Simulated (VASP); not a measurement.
Write the native input for VASP 6.6.1 that does the following.

| Quantity | Value |
| --- | --- |
| Task | relaxation of cell and atoms |
| Functional | PBE |
| Potentials or basis | VASP PAW PBE potentials, release 64 (K_sv, F) |
| Cutoff | 600 eV |
| k mesh | 6 × 4 × 4 |
| Occupations | gaussian, width 0.1 eV |
| Spin | no spin polarisation |
| Dipole correction | no |
| Further INCAR settings | ALGO = Normal; EDIFF = 1e-07; IBRION = 2; EDIFFG = -0.04; NSW = 90; ISIF = 3 |

The structure of KF lies in POSCAR:

```
KF
1.0
    4.0481304040      0.0000000000      0.0000000000
    2.3807367626      4.9094891310      0.0000000000
   -1.5833748242     -1.9637652697      4.3888238064
K F
2 2
Direct
    0.6108990148      0.1964406799      0.2630334734
    0.0618536980      0.6567885670      0.6378109051
    0.0141409507      0.1192919507      0.1400713613
    0.7676910917      0.2564632520      0.7571793732
```

The cell was generated, and may not be a known phase.

One way to write it, as run:

INCAR

```
PREC     = Accurate       # precision mode
ENCUT    = 600            # plane-wave cutoff, eV
EDIFF    = 1E-7           # SCF threshold, eV
ISMEAR   = 0              # smearing method
SIGMA    = 0.1            # smearing width, eV
LREAL    = False          # projectors in reciprocal space
LASPH    = True           # aspherical terms in the spheres
NELM     = 100            # most SCF steps
ALGO     = Normal         # electronic algorithm
ISIF     = 3              # what is computed and relaxed
LWAVE    = False          # write WAVECAR
LCHARG   = False          # write CHGCAR
GGA      = PE             # functional
IBRION   = 2              # ionic algorithm
NSW      = 90             # ionic steps
EDIFFG   = -0.04          # ionic threshold
```

KPOINTS

```
regular mesh
0
Gamma
  6 4 4
```

Potentials or basis: VASP PAW PBE potentials, release 64 (K_sv, F).

Command:

```sh
$ cat potpaw_PBE.64/K_sv/POTCAR potpaw_PBE.64/F/POTCAR > POTCAR
$ mpirun -np 1 vasp_std > vasp.out
```

Results of the run:

```json
{
 "Relaxed volume": "20.14 Å³/atom",
 "Relaxed cell": "a = 5.051 Å, b = 3.938 Å, c = 6.105 Å, α = 122.81°, β = 110.53°, γ = 52.14°",
 "Space group after relaxing (to 0.1 Å)": "P1 (No. 1)",
 "Energy gained by relaxing": "1222.4 meV/atom",
 "Ionic steps": "34",
 "Pressure after relaxing": "0.1 GPa",
 "Largest force after relaxing": "0.037 eV/Å",
 "Band gap on the k mesh": "5.71 eV (least direct gap 5.74 eV)"
}
```

Caveat: a cell axis changed by over 15 % at a fixed basis, so the end point is rough.

Run time: 44 min on 1 thread of Intel(R) Xeon(R) Platinum 8488C (Sapphire Rapids), with other jobs on the host, peak memory 0.31 GiB.
